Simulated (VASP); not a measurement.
# Sb in VASP: further runs, part 2 of 2

VASP 6.6.1. The steps go on from the part before.

### Step 3. Single point, PBE (zz strain of +2 %)

File INCAR:

```
SYSTEM = Sb
ALGO = Normal
EDIFF = 1E-6
ENCUT = 520
GGA = PE
ISIF = 2
ISMEAR = -1
LASPH = .True.
LCHARG = .False.
LREAL = .False.
LWAVE = .False.
NBANDS = 8
NELM = 60
PREC = Accurate
SIGMA = 0.05
```

File KPOINTS:

```
k-points
0
Gamma
  12 12 12
  0 0 0
```

File POSCAR:

```
Sb
1.0
    0.0000000000      2.3050000000      2.3511000000
    2.3050000000      0.0000000000      2.3511000000
    2.3050000000      2.3050000000      0.0000000000
Sb
1
Direct
    0.0000000000      0.0000000000      0.0000000000
```

Potentials or basis: VASP PAW PBE potentials, release 64 (Sb).

On the command line:

```bash
$ cat potpaw_PBE.64/Sb/POTCAR > POTCAR
$ mpirun -np 1 vasp_std > vasp.out
```

Run time: 8.9 s. Hardware: 1 thread of Intel Xeon Platinum 8488C (Sapphire Rapids), shared host; peak memory 0.16 GiB.

Results (log left out):

* Free energy: -3.7742 eV
* Pressure: 6.9 GPa

Stress tensor (GPa, compression positive):
```
6.65 0.00 0.00
0.00 6.65 0.00
0.00 0.00 7.36
```

Levels at points of the mesh, in eV from the Fermi level:
```tsv
k point	band 1	band 2	band 3	band 4	band 5	band 6
(0.00, 0.00, 0.00)	-13.60	5.83	5.83	5.84	10.06	10.17
(0.50, 0.00, 0.00)	-9.41	-6.37	3.77	4.12	8.52	9.17
(0.50, 0.50, 0.00)	-7.75	-5.51	0.51	0.51	4.35	4.64
(0.50, 0.00, 0.50)	-7.46	-5.34	0.17	0.33	4.07	4.45
```

Caveat: the cell differs from its parent crystal (zz strain of +2 %); spin-orbit coupling is left out, which moves the levels of the heavy elements.

### Step 4. Single point, PBE (volume scaled by 0.94)

File INCAR:

```
PREC     = Accurate       # precision mode
ENCUT    = 520            # plane-wave cutoff, eV
EDIFF    = 1E-7           # SCF threshold, eV
ISMEAR   = -1             # smearing method
SIGMA    = 0.05           # smearing width, eV
LREAL    = False          # projectors in reciprocal space
LASPH    = True           # aspherical terms in the spheres
NELM     = 100            # most SCF steps
ALGO     = Normal         # electronic algorithm
ISIF     = 2              # what is computed and relaxed
LWAVE    = False          # write WAVECAR
LCHARG   = True           # write CHGCAR
GGA      = PE             # functional
LELF     = True           # ELF
LVHAR    = True         
NBANDS   = 8              # bands
```

File KPOINTS:

```
Automatic mesh
0
Gamma
  12 12 12
```

File POSCAR:

```
Sb
1.0
    0.0000000000      2.2579459806      2.2579459806
    2.2579459806      0.0000000000      2.2579459806
    2.2579459806      2.2579459806      0.0000000000
Sb
1
Direct
    0.0000000000      0.0000000000      0.0000000000
```

Potentials or basis: VASP PAW PBE potentials, release 64 (Sb).

On the command line:

```bash
$ cat potpaw_PBE.64/Sb/POTCAR > POTCAR
$ mpirun -np 1 vasp_std > vasp.out
```

OUTCAR:

```text
PREC = Accurate
   ENCUT = 520
   EDIFF = 1E-7
   ISMEAR = -1
   LREAL = False
   LASPH = True
   NELM = 100
   ISIF = 2
   GGA = PE

 ion  position               nearest neighbor table
   1  0.000  0.000  0.000-

  LATTYP: Found a face centered cubic cell.
 ALAT       =     4.5158919612

  Lattice vectors:

 A1 = (   0.0000000000,   2.2579459806,   2.2579459806)
 A2 = (   2.2579459806,   0.0000000000,   2.2579459806)
 A3 = (   2.2579459806,   2.2579459806,   0.0000000000)

Analysis of symmetry for initial positions (statically):
=====================================================================
 Subroutine PRICEL returns:
 Original cell was already a primitive cell.

 Routine SETGRP: Setting up the symmetry group for a
 face centered cubic supercell.

 Subroutine GETGRP returns: Found 48 space group operations
 (whereof 48 operations were pure point group operations)
 out of a pool of 48 trial point group operations.

The static configuration has the point symmetry O_h .

Analysis of symmetry for dynamics (positions and initial velocities):
[... 155 lines left out ...]

 E-fermi :  10.7942     XC(G=0): -10.9342

 val. band max:       10.7659691050   @ k =   0.4167   0.3333   0.0000
 cond. band min:      10.8067310626   @ k =  -0.3333   0.3333   0.1667
 fundamental gap:      0.0407619575
 Fermi energy:        10.7941996089

 k-point     1 :       0.0000    0.0000    0.0000
  band No.  band energies     occupation
      1      -3.5461      2.00000
      2      17.2759      0.00000
      3      17.2759      0.00000
      4      17.2759      0.00000
      5      20.9015      0.00000
      6      21.2082      0.00000
      7      21.2082      0.00000
      8      21.2082      0.00000
[... 243 lines left out ...]
 k-point    24 :      -0.4167    0.1667    0.0000
  band No.  band energies     occupation
      1       1.5247      2.00000
      2       4.5815      2.00000
      3      11.3882      0.00001
      4      14.1077      0.00000
      5      17.6535      0.00000
      6      22.0280      0.00000
      7      22.5305      0.00000
      8      25.4589      0.00000

 [... further k-points ...]

------------------------ aborting loop because EDIFF is reached ----------------------------------------

  FORCE on cell =-STRESS in cart. coord.  units (eV):
  Direction    XX          YY          ZZ          XY          YZ          ZX
  --------------------------------------------------------------------------------------
  -------------------------------------------------------------------------------------
  Total        2.1945830      2.1945830      2.1945830      0.0000000      0.0000000      0.0000000
  in kB      152.7186089    152.7186089    152.7186089      0.0000000      0.0000000      0.0000000
  external PRESSURE =     152.7186089 kB  Pullay stress =       0.0000000 kB

 VOLUME and BASIS-vectors are now :
 -----------------------------------------------------------------------------
  energy-cutoff  :      520.00
  volume of cell :       23.02
      direct lattice vectors                 reciprocal lattice vectors
     0.000000000  2.257945981  2.257945981    -0.221440196  0.221440196  0.221440196
     2.257945981  0.000000000  2.257945981     0.221440196 -0.221440196  0.221440196
     2.257945981  2.257945981  0.000000000     0.221440196  0.221440196 -0.221440196

 POSITION                                       TOTAL-FORCE (eV/Angst)
 -----------------------------------------------------------------------------------
      0.00000      0.00000      0.00000         0.000000      0.000000      0.000000
 -----------------------------------------------------------------------------------
    total drift:                                0.000000     -0.000000     -0.000000

  FREE ENERGIE OF THE ION-ELECTRON SYSTEM (eV)
  ---------------------------------------------------
  free  energy   TOTEN  =        -3.6425835053 eV

  energy  without entropy=       -3.6381320531  energy(sigma->0) =       -3.64035778
```

It took 5.9 s on 1 thread of Intel Xeon 6455B, shared host; peak memory 0.14 GiB.

Results:

| Item | Value |
| --- | --- |
| Free energy | -3.6426 eV |
| Pressure | 15.3 GPa |

Caveat: spin-orbit coupling is left out, which moves the levels of the heavy elements.

### Step 5. Single point, PBE (volume scaled by 0.95)

File INCAR:

```
  PREC = Accurate
  ENCUT = 520
  EDIFF = 1E-6
  ISMEAR = -1
  SIGMA = 0.05
  LREAL = False
  LASPH = True
  NELM = 60
  ALGO = Normal
  ISIF = 2
  LWAVE = False
  LCHARG = False
  GGA = PE
  NBANDS = 8
```

File KPOINTS:

```
regular mesh
0
Gamma
  12 12 12
```

File POSCAR:

```
Sb
1.0
    0.0000000000      2.2659246546      2.2659246546
    2.2659246546      0.0000000000      2.2659246546
    2.2659246546      2.2659246546      0.0000000000
Sb
1
Direct
    0.0000000000      0.0000000000      0.0000000000
```

Potentials or basis: VASP PAW PBE potentials, release 64 (Sb).

On the command line:

```bash
$ cat potpaw_PBE.64/Sb/POTCAR > POTCAR
$ mpirun -np 1 vasp_std > vasp.out
```

OUTCAR:

```text
PREC = Accurate
   ENCUT = 520
   EDIFF = 1E-6
   ISMEAR = -1
   LREAL = False
   LASPH = True
   NELM = 60
   ISIF = 2
   GGA = PE

 ion  position               nearest neighbor table
   1  0.000  0.000  0.000-

  LATTYP: Found a face centered cubic cell.
 ALAT       =     4.5318493092

  Lattice vectors:

 A1 = (   0.0000000000,   2.2659246546,   2.2659246546)
 A2 = (   2.2659246546,   0.0000000000,   2.2659246546)
[... 189 lines left out ...]
      8      21.0123      0.00000
[... 243 lines left out ...]
 k-point    24 :      -0.4167    0.1667    0.0000
  band No.  band energies     occupation
      1       1.3954      2.00000
      2       4.4901      2.00000
      3      11.2161      0.00002
      4      13.9104      0.00000
      5      17.4842      0.00000
      6      21.8226      0.00000
      7      22.2976      0.00000
      8      25.2470      0.00000

 [... further k-points ...]
[... 5 lines left out ...]
  --------------------------------------------------------------------------------------
  -------------------------------------------------------------------------------------
  Total        2.0315123      2.0315123      2.0315123     -0.0000000     -0.0000000      0.0000000
  in kB      139.8825844    139.8825844    139.8825844     -0.0000000     -0.0000000      0.0000000
  external PRESSURE =     139.8825844 kB  Pullay stress =       0.0000000 kB

 VOLUME and BASIS-vectors are now :
 -----------------------------------------------------------------------------
  energy-cutoff  :      520.00
  volume of cell :       23.27
      direct lattice vectors                 reciprocal lattice vectors
     0.000000000  2.265924655  2.265924655    -0.220660470  0.220660470  0.220660470
     2.265924655  0.000000000  2.265924655     0.220660470 -0.220660470  0.220660470
     2.265924655  2.265924655  0.000000000     0.220660470  0.220660470 -0.220660470

 POSITION                                       TOTAL-FORCE (eV/Angst)
 -----------------------------------------------------------------------------------
      0.00000      0.00000      0.00000        -0.000000     -0.000000     -0.000000
 -----------------------------------------------------------------------------------
    total drift:                                0.000000      0.000000      0.000000

  FREE ENERGIE OF THE ION-ELECTRON SYSTEM (eV)
  ---------------------------------------------------
  free  energy   TOTEN  =        -3.6649368830 eV

  energy  without entropy=       -3.6601619458  energy(sigma->0) =       -3.66254941
```

stdout:

```text
POSCAR found type information on POSCAR Sb
 POSCAR found :  1 types and       1 ions
 scaLAPACK will be used
 LDA part: xc-table for (Slater+PW92), standard interpolation
 POSCAR, INCAR and KPOINTS ok, starting setup
 FFT: planning ... GRIDC
 FFT: planning ... GRID_SOFT
 FFT: planning ... GRID
 WAVECAR not read
 entering main loop
```

Run time: 5 s. Hardware: 1 thread of Intel Xeon 6455B, shared host; peak memory 0.14 GiB.

What came out:

- Free energy: -3.6649 eV
- Pressure: 14.0 GPa

Caveat: spin-orbit coupling is left out, which moves the levels of the heavy elements.

### Step 6. The runs side by side

```csv
cell,gap on the mesh (eV),pressure (GPa)
"a = 3.244, b = 3.244, c = 3.260 Å, angles 59.8, 59.8, 60.3°, 1 atom",none,9.6
"a = 3.293, b = 3.293, c = 3.260 Å, angles 60.3, 60.3, 59.3°, 1 atom",none,6.9
"a = 3.193 Å, angles 60.0°, 1 atom",none,15.3
"a = 3.205 Å, angles 60.0°, 1 atom",none,14.0
```

Alike in all rows: task single point; level PBE; potentials or basis VASP PAW PBE potentials, release 64 (Sb); no spin polarisation; k mesh 12 × 12 × 12; cutoff (eV) 520; smearing fermi-dirac 0.05 eV.

Caveats: spin-orbit coupling is left out, which moves the levels of the heavy elements.

Total energies depend on the potentials used, so only differences within one code and one set of settings carry meaning.
